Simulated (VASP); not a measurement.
# NaI (I4/mmm) in VASP: notebook

NaI is run at these levels: PBEsol; tasks: single point.

Program: VASP 6.6.1. These are calculated values, not measurements. Logs are shortened: lines on timing, memory, paths and dates and some standing lists are left out, and cuts for length are marked.

### 1 The cell of the first run

The structure is tetragonal, space group I4/mmm (No. 139). The conventional cell has a = 4.646 Å, b = 4.646 Å, c = 6.473 Å, α = 90.00°, β = 90.00°, γ = 90.00°. Within 4.3 Å of Na (site symmetry 4/mmm) lie 6 I at 3.24 to 3.28 Å. Within 4.3 Å of I (site symmetry 4/mmm) lie 6 Na at 3.24 to 3.28 Å.

### 2 Single point, PBEsol (strain +0.015 along x and y, +0.000 along z)

Contents of INCAR:

```
SYSTEM = NaI
ALGO = Normal
EDIFF = 1E-7
ENCUT = 520
GGA = PS
ISIF = 2
ISMEAR = 0
LASPH = .True.
LCHARG = .True.
LELF = .True.
LREAL = .False.
LVHAR = .True.
LWAVE = .False.
NBANDS = 14
NELM = 60
PREC = Accurate
SIGMA = 0.05
```

Contents of KPOINTS:

```
k-points
0
Gamma
  6 6 6
  0 0 0
```

Contents of POSCAR:

```
NaI
1.0
    0.0000000000      3.2849460000      3.2364000000
    3.2849460000      0.0000000000      3.2364000000
    3.2849460000      3.2849460000      0.0000000000
Na I
1 1
Direct
    0.0000000000      0.0000000000      0.0000000000
    0.5000000000      0.5000000000      0.5000000000
```

Potentials or basis: VASP PAW PBE potentials, release 64 (Na_pv, I).

Launch:

```
$ cat potpaw_PBE.64/Na_pv/POTCAR potpaw_PBE.64/I/POTCAR > POTCAR
$ mpirun -np 1 vasp_std > vasp.out
```

OUTCAR:

```text
SYSTEM = NaI
   EDIFF = 1E-7
   ENCUT = 520
   GGA = PS
   ISIF = 2
   ISMEAR = 0
   LASPH = .True.
   LREAL = .False.
   NELM = 60
   PREC = Accurate

 ion  position               nearest neighbor table
   1  0.000  0.000  0.000-
   2  0.500  0.500  0.500-

  LATTYP: Found a body centered tetragonal cell.
 ALAT       =     4.6456151849
 C/A-ratio  =     1.3933138546

  Lattice vectors:

 A1 = (   0.0000000000,  -3.2849460000,  -3.2364000000)
 A2 = (   0.0000000000,   3.2849460000,  -3.2364000000)
 A3 = (   3.2849460000,   0.0000000000,   3.2364000000)

Analysis of symmetry for initial positions (statically):
=====================================================================
 Subroutine PRICEL returns:
 Original cell was already a primitive cell.

 Routine SETGRP: Setting up the symmetry group for a
 body centered tetragonal supercell.

 Subroutine GETGRP returns: Found 16 space group operations
 (whereof 16 operations were pure point group operations)
 out of a pool of 16 trial point group operations.

The static configuration has the point symmetry D_4h.

Analysis of symmetry for dynamics (positions and initial velocities):
=====================================================================
 Subroutine PRICEL returns:
 Original cell was already a primitive cell.

 Routine SETGRP: Setting up the symmetry group for a
 body centered tetragonal supercell.

 Subroutine GETGRP returns: Found 16 space group operations
 (whereof 16 operations were pure point group operations)
 out of a pool of 16 trial point group operations.

The dynamic configuration has the point symmetry D_4h.

 Subroutine INISYM returns: Found 16 space group operations
 (whereof 16 operations are pure point group operations),
 and found     1 'primitive' translations

----------------------------------------------------------------------------------------

                                     Primitive cell

  volume of cell :      69.8471

  direct lattice vectors                    reciprocal lattice vectors
     0.000000000  3.284946000  3.236400000    -0.152209504  0.152209504  0.154492646
     3.284946000  0.000000000  3.236400000     0.152209504 -0.152209504  0.154492646
     3.284946000  3.284946000  0.000000000     0.152209504  0.152209504 -0.154492646

  length of vectors
     4.611415746  4.611415746  4.645615185     0.264959325  0.264959325  0.264959325

  position of ions in fractional coordinates (direct lattice)
     0.000000000  0.000000000  0.000000000
     0.500000000  0.500000000  0.500000000

  ion indices of the primitive-cell ions
   primitive index   ion index
                 1           1
                 2           2

----------------------------------------------------------------------------------------

 KPOINTS: k-points

Automatic generation of k-mesh.
 Grid dimensions read from file:
 generate k-points for:    6    6    6

 Generating k-lattice:

  Cartesian coordinates                     Fractional coordinates (reciprocal lattice)
    -0.025368251  0.025368251  0.025748774     0.166666667 -0.000000000  0.000000000
     0.025368251 -0.025368251  0.025748774    -0.000000000  0.166666667  0.000000000
     0.025368251  0.025368251 -0.025748774     0.000000000  0.000000000  0.166666667

  Length of vectors
     0.044159887  0.044159887  0.044159887

  Shift w.r.t. Gamma in fractional coordinates (k-lattice)
     0.000000000  0.000000000  0.000000000

 Subroutine IBZKPT returns following result:
 ===========================================

 Found     30 irreducible k-points:

 Following reciprocal coordinates:
            Coordinates               Weight
  0.000000  0.000000  0.000000      1.000000
  0.166667  0.000000  0.000000      8.000000
  0.333333  0.000000  0.000000      8.000000
  0.500000  0.000000  0.000000      4.000000
  0.166667  0.166667  0.000000      2.000000
  0.333333  0.166667  0.000000      8.000000
[... 16 lines left out ...]
  0.333333  0.000000  0.333333      4.000000
  0.500000 -0.000000  0.333333     16.000000
 [... further k-points ...]
   k-points           NKPTS =     30   k-points in BZ     NKDIM =     30   number of bands    NBANDS=     14
   number of dos      NEDOS =    301   number of ions     NIONS =      2
   total plane-waves  NPLWV =  46656
   dimension x,y,z NGX =    36 NGY =   36 NGZ =   36
   dimension x,y,z NGXF=    72 NGYF=   72 NGZF=   72
   ions per type =               1   1
   NGX,Y,Z   is equivalent  to a cutoff of  12.98, 12.98, 12.88 a.u.
   NGXF,Y,Z  is equivalent  to a cutoff of  25.96, 25.96, 25.77 a.u.
 SYSTEM =  NaI
   PREC   = accura    normal or accurate (medium, high low for compatibility)
   ISTART =      0    job   : 0-new  1-cont  2-samecut
   ICHARG =      2    charge: 1-file 2-atom 10-const
   ISPIN  =      1    spin polarized calculation?
   LNONCOLLINEAR =      F non collinear calculations
   LSORBIT =      F    spin-orbit coupling
   LASPH  =      T    aspherical Exc in radial PAW
   ENCUT  =  520.0 eV  38.22 Ry    6.18 a.u.   8.57  8.57  8.64*2*pi/ulx,y,z
   NELM   =     60;   NELMIN=  2; NELMDL= -5     # of ELM steps
   EDIFF  = 0.1E-06   stopping-criterion for ELM
   LREAL  =      F    real-space projection
   EDIFFG = 0.1E-05   stopping-criterion for IOM
   NSW    =      0    number of steps for IOM
   IBRION =     -1    ionic relax: 0-MD 1-quasi-New 2-CG
   NFREE  =      0    steps in history (QN), initial steepest desc. (CG)
   ISIF   =      2    stress and relaxation
   ISYM   =      2    0-nonsym 1-usesym 2-fastsym
   POTIM  = 0.5000    time-step for ionic-motion
   TEBEG  =    0.0;   TEEND  =   0.0 temperature during run
   PSTRESS=    0.0 pullay stress
   NELECT =      14.0000    total number of electrons
   NUPDOWN=      -1.0000    fix difference up-down
   EMIN   =  10.00;   EMAX   =-10.00  energy-range for DOS
   EFERMI =   0.00;   METHOD = LEGACY
   ISMEAR =     0;   SIGMA  =   0.05  broadening in eV -4-tet -1-fermi 0-gaus
   EFERMI_NEDOS =   21; number of points for ismear=-14 and -15
   IALGO  =     38    algorithm
   IMIX   =      4    mixing-type and parameters
     AMIX     =   0.40;   BMIX     =  1.00
     AMIX_MAG =   1.60;   BMIX_MAG =  1.00
  volume/ion in A,a.u.               =      34.92       235.68
  Fermi-wavevector in a.u.,A,eV,Ry     =   0.958079  1.810507 12.488995  0.917915
  Thomas-Fermi vector in A             =   2.087154
   LORBIT       =      0    0 simple, 1 ext, 2 COOP (PROOUT), +10 PAW based schemes
   GGA     = PS    functional components
   LHFCALC =     F    Hartree Fock is set to
   AEXX    =    0.0000 exact exchange contribution
   IVDW    =     0    specifies the selected vdW correction
   LEPSILON=     F    determine dielectric tensor
   LRPA    =     F    only Hartree local field effects (RPA)
 non-spin polarized calculation
 Gauss-broadening in eV      SIGMA  =   0.05
  energy-cutoff  :      520.00
  volume of cell :       69.85
 maximum number of plane-waves:      1894
 NGX is ok and might be reduce to    36
   NGX = 17   NGY = 17   NGZ = 17

 number of electron      13.9999994 magnetization

 Free energy of the ion-electron system (eV)
  ---------------------------------------------------
  ext. energy  EPLUGINS =         0.00000000
  ---------------------------------------------------
  free energy    TOTEN  =        -5.65732754 eV

  energy without entropy =       -5.65732754  energy(sigma->0) =       -5.65732754

 E-fermi :   0.8149     XC(G=0):  -7.7235

 val. band max:        0.5224769696   @ k =   0.0000   0.0000   0.0000
 cond. band min:       3.9501416114   @ k =   0.0000   0.0000   0.0000
 fundamental gap:      3.4276646419
 Fermi energy:         0.8148640435

 k-point     1 :       0.0000    0.0000    0.0000
  band No.  band energies     occupation
      1     -21.7661      2.00000
      2     -21.7661      2.00000
      3     -21.7649      2.00000
      4     -10.4664      2.00000
      5       0.5029      2.00000
      6       0.5225      2.00000
      7       0.5225      2.00000
      8       3.9501      0.00000
      9       8.3294      0.00000
     10       8.3294      0.00000
     11       8.4250      0.00000
     12      10.1020      0.00000
     13      10.2625      0.00000
     14      10.7308      0.00000

 k-point     2 :       0.1667    0.0000    0.0000
  band No.  band energies     occupation
      1     -21.7670      2.00000
      2     -21.7662      2.00000
      3     -21.7652      2.00000
      4     -10.3982      2.00000
      5      -0.2004      2.00000
      6       0.4432      2.00000
      7       0.4460      2.00000
      8       4.7555      0.00000
      9       7.8425      0.00000
     10       8.4957      0.00000
     11       8.5855      0.00000
     12       9.6119      0.00000
     13       9.6973      0.00000
     14      11.1261      0.00000

 k-point     3 :       0.3333    0.0000    0.0000
  band No.  band energies     occupation
      1     -21.7693      2.00000
      2     -21.7664      2.00000
      3     -21.7655      2.00000
      4     -10.2540      2.00000
      5      -1.1940      2.00000
      6       0.3033      2.00000
      7       0.3183      2.00000
      8       5.4446      0.00000
      9       8.0606      0.00000
     10       8.1712      0.00000
     11       8.2969      0.00000
     12      10.4724      0.00000
     13      10.6728      0.00000
     14      10.6768      0.00000

 k-point     4 :       0.5000    0.0000    0.0000
  band No.  band energies     occupation
      1     -21.7705      2.00000
      2     -21.7665      2.00000
      3     -21.7655      2.00000
      4     -10.1778      2.00000
      5      -1.5959      2.00000
      6       0.2365      2.00000
      7       0.2595      2.00000
      8       5.4549      0.00000
      9       7.8084      0.00000
     10       7.9231      0.00000
     11       8.9980      0.00000
     12      10.5944      0.00000
     13      12.6061      0.00000
     14      12.7121      0.00000

 k-point     5 :       0.1667    0.1667    0.0000
  band No.  band energies     occupation
      1     -21.7665      2.00000
      2     -21.7665      2.00000
      3     -21.7660      2.00000
      4     -10.3740      2.00000
      5      -0.2127      2.00000
      6       0.3101      2.00000
      7       0.3101      2.00000
      8       5.0517      0.00000
      9       7.3720      0.00000
     10       8.5266      0.00000
     11       8.9076      0.00000
[... 276 lines left out ...]
 k-point    22 :      -0.3333    0.5000    0.1667
  band No.  band energies     occupation
      1     -21.7681      2.00000
      2     -21.7681      2.00000
      3     -21.7677      2.00000
      4     -10.0956      2.00000
      5      -1.1012      2.00000
      6      -0.5648      2.00000
      7      -0.3385      2.00000
      8       5.7506      0.00000
      9       6.8644      0.00000
     10       8.8929      0.00000
     11       8.9560      0.00000
     12      11.8049      0.00000
     13      12.7346      0.00000
     14      12.9653      0.00000

 k-point    23 :       0.3333    0.0000    0.3333
  band No.  band energies     occupation
      1     -21.7689      2.00000
      2     -21.7671      2.00000
      3     -21.7661      2.00000
      4     -10.2002      2.00000
      5      -1.0336      2.00000
      6      -0.0603      2.00000
      7      -0.0091      2.00000
      8       5.4529      0.00000
      9       6.3535      0.00000
     10       8.4629      0.00000
     11      10.2838      0.00000
     12      10.4119      0.00000
     13      11.3371      0.00000
     14      14.2437      0.00000

 k-point    24 :       0.5000   -0.0000    0.3333
  band No.  band energies     occupation
      1     -21.7693      2.00000
      2     -21.7676      2.00000
      3     -21.7664      2.00000
      4     -10.1282      2.00000
      5      -1.1989      2.00000
      6      -0.4142      2.00000
      7      -0.0871      2.00000
      8       5.4697      0.00000
      9       6.5976      0.00000
     10       8.8208      0.00000
     11       9.9184      0.00000
     12      11.0406      0.00000
     13      12.8903      0.00000
     14      13.4513      0.00000

 [... further k-points ...]

------------------------ aborting loop because EDIFF is reached ----------------------------------------

  FORCE on cell =-STRESS in cart. coord.  units (eV):
  Direction    XX          YY          ZZ          XY          YZ          ZX
  --------------------------------------------------------------------------------------
  -------------------------------------------------------------------------------------
  Total       -0.4259506     -0.4259506     -0.2944624      0.0000000     -0.0000000     -0.0000000
  in kB       -9.7705989     -9.7705989     -6.7544768      0.0000000     -0.0000000     -0.0000000
  external PRESSURE =      -8.7652249 kB  Pullay stress =       0.0000000 kB

 VOLUME and BASIS-vectors are now :
 -----------------------------------------------------------------------------
  energy-cutoff  :      520.00
  volume of cell :       69.85
      direct lattice vectors                 reciprocal lattice vectors
     0.000000000  3.284946000  3.236400000    -0.152209504  0.152209504  0.154492646
     3.284946000  0.000000000  3.236400000     0.152209504 -0.152209504  0.154492646
     3.284946000  3.284946000  0.000000000     0.152209504  0.152209504 -0.154492646

 POSITION                                       TOTAL-FORCE (eV/Angst)
 -----------------------------------------------------------------------------------
      0.00000      0.00000      0.00000        -0.000000      0.000000      0.000000
      3.28495      3.28495      3.23640         0.000000     -0.000000      0.000000
 -----------------------------------------------------------------------------------
    total drift:                                0.000000      0.000000      0.000000

  FREE ENERGIE OF THE ION-ELECTRON SYSTEM (eV)
  ---------------------------------------------------
  free  energy   TOTEN  =        -5.6573275424 eV

  energy  without entropy=       -5.6573275424  energy(sigma->0) =       -5.65732754
```

Wall time 36 s (1 thread of Intel Xeon 8259CL, shared host); peak memory 0.21 GiB.

Results:

```
Free energy            : -5.6573 eV
Pressure               : -0.9 GPa
Band gap on the k mesh : 3.43 eV
```

Levels at points of the mesh, in eV from the valence-band top:
```
           k point  band 4  band 5  band 6  band 7  band 8  band 9  band 10  band 11
(0.00, 0.00, 0.00)  -10.99   -0.02    0.00    0.00    3.43    7.81     7.81     7.90
(0.50, 0.00, 0.00)  -10.70   -2.12   -0.29   -0.26    4.93    7.29     7.40     8.48
(0.50, 0.50, 0.00)  -10.62   -1.85   -0.75   -0.75    4.41    5.44     9.59    10.97
(0.50, 0.00, 0.50)  -10.63   -1.85   -0.74   -0.68    4.42    5.48     9.49    10.92
```

Caveat: the cell differs from its parent crystal (strain +0.015 along x and y, +0.000 along z); the PAW data sets were made with another functional, which shifts forces and pressure a little; spin-orbit coupling is left out, which moves the levels of the heavy elements.

### 3 Single point, PBEsol (strain +0.015 along x and y, +0.030 along z)

Contents of INCAR:

```
SYSTEM = NaI
PREC = Accurate
ENCUT = 520
EDIFF = 1E-7
ISMEAR = 0
SIGMA = 0.05
LREAL = .FALSE.
LASPH = .TRUE.
NELM = 100
ALGO = Normal
ISIF = 2
LWAVE = .FALSE.
LCHARG = .FALSE.
GGA = PS
NBANDS = 14
```

Contents of KPOINTS:

```
Automatic mesh
0
G
  6 6 6
  0 0 0
```

Contents of POSCAR:

```
NaI
1.0
    0.0000000000      3.2849460000      3.3334920000
    3.2849460000      0.0000000000      3.3334920000
    3.2849460000      3.2849460000      0.0000000000
Na I
1 1
Direct
    0.0000000000      0.0000000000      0.0000000000
    0.5000000000      0.5000000000      0.5000000000
```

Potentials or basis: VASP PAW PBE potentials, release 64 (Na_pv, I).

Launch:

```
$ cat potpaw_PBE.64/Na_pv/POTCAR potpaw_PBE.64/I/POTCAR > POTCAR
$ mpirun -np 1 vasp_std > vasp.out
```

It took 44 s on 1 thread of Intel Xeon 8259CL, shared host; peak memory 0.21 GiB.

The run converged. Its results:

| Quantity | Value |
| --- | --- |
| Free energy | -5.6436 eV |
| Pressure | -1.2 GPa |
| Band gap on the k mesh | 3.35 eV |

Stress tensor (GPa, compression positive):
```
-1.15  0.00  0.00
 0.00 -1.15  0.00
 0.00  0.00 -1.38
```

Levels at points of the mesh, in eV from the valence-band top:
```
           k point  band 4  band 5  band 6  band 7  band 8  band 9  band 10  band 11
(0.00, 0.00, 0.00)  -10.92   -0.02   -0.02    0.00    3.35    7.77     7.86     7.86
(0.50, 0.00, 0.00)  -10.66   -2.02   -0.27   -0.25    4.92    7.26     7.36     8.26
(0.50, 0.50, 0.00)  -10.60   -1.76   -0.67   -0.67    4.40    5.53     9.27    10.88
(0.50, 0.00, 0.50)  -10.59   -1.76   -0.73   -0.67    4.38    5.50     9.37    10.70
```

Caveat: the cell differs from its parent crystal (strain +0.015 along x and y, +0.030 along z); the PAW data sets were made with another functional, which shifts forces and pressure a little; spin-orbit coupling is left out, which moves the levels of the heavy elements.

### 4 Single point, PBEsol (strain +0.030 along x and y, +0.015 along z)

Contents of INCAR:

```
PREC     = Accurate       # precision mode
ENCUT    = 520            # plane-wave cutoff, eV
EDIFF    = 1E-6           # SCF threshold, eV
ISMEAR   = 0              # smearing method
SIGMA    = 0.05           # smearing width, eV
LREAL    = False          # projectors in reciprocal space
LASPH    = True           # aspherical terms in the spheres
NELM     = 100            # most SCF steps
ALGO     = Normal         # electronic algorithm
ISIF     = 2              # what is computed and relaxed
LWAVE    = False          # write WAVECAR
LCHARG   = False          # write CHGCAR
GGA      = PS             # functional
NBANDS   = 14             # bands
```

Contents of KPOINTS:

```
Automatic mesh
0
Gamma
  6 6 6
```

Contents of POSCAR:

```
NaI
1.0
    0.0000000000      3.3334920000      3.2849460000
    3.3334920000      0.0000000000      3.2849460000
    3.3334920000      3.3334920000      0.0000000000
Na I
1 1
Direct
    0.0000000000      0.0000000000      0.0000000000
    0.5000000000      0.5000000000      0.5000000000
```

Launch:

```
$ cat potpaw_PBE.64/Na_pv/POTCAR potpaw_PBE.64/I/POTCAR > POTCAR
$ mpirun -np 1 vasp_std > vasp.out
```

It took 39 s on 1 thread of Intel Xeon 8259CL, shared host; peak memory 0.21 GiB.

It converged, with:

```yaml
Free_energy: -5.6350 eV
Pressure: -1.4 GPa
Band_gap_on_the_k_mesh: 3.33 eV
```

Stress tensor (GPa, compression positive):
```
-1.45  0.00  0.00
 0.00 -1.45  0.00
 0.00  0.00 -1.23
```

Levels at points of the mesh, in eV from the valence-band top:
```
           k point  band 3  band 4  band 5  band 6  band 7  band 8  band 9  band 10  band 11  band 12
(0.00, 0.00, 0.00)  -22.35  -10.89   -0.02    0.00    0.00    3.33    7.80     7.80     7.89     9.51
(0.50, 0.00, 0.00)  -22.35  -10.64   -1.97   -0.26   -0.24    4.92    7.25     7.36     8.16     9.97
(0.50, 0.50, 0.00)  -22.35  -10.56   -1.71   -0.69   -0.69    4.38    5.52     9.32    10.71    10.71
(0.50, 0.00, 0.50)  -22.35  -10.58   -1.71   -0.69   -0.63    4.39    5.55     9.22    10.67    10.89
```

Caveat: the cell differs from its parent crystal (strain +0.030 along x and y, +0.015 along z); the PAW data sets were made with another functional, which shifts forces and pressure a little; spin-orbit coupling is left out, which moves the levels of the heavy elements.

### 5 The runs side by side

| cell | gap on the mesh (eV) | pressure (GPa) |
| --- | --- | --- |
| a = 4.611, b = 4.611, c = 4.646 Å, angles 59.8, 59.8, 60.5°, 2 atoms | 3.43 | -0.9 |
| a = 4.680, b = 4.680, c = 4.646 Å, angles 60.2, 60.2, 59.5°, 2 atoms | 3.35 | -1.2 |
| a = 4.680, b = 4.680, c = 4.714 Å, angles 59.8, 59.8, 60.5°, 2 atoms | 3.33 | -1.4 |

Alike in all rows: task single point; level PBEsol; potentials or basis VASP PAW PBE potentials, release 64 (Na_pv, I); no spin polarisation; k mesh 6 × 6 × 6; cutoff (eV) 520; smearing gaussian 0.05 eV.

Caveats: the PAW data sets were made with another functional, which shifts forces and pressure a little; spin-orbit coupling is left out, which moves the levels of the heavy elements.

Total energies depend on the potentials used, so only differences within one code and one set of settings carry meaning.
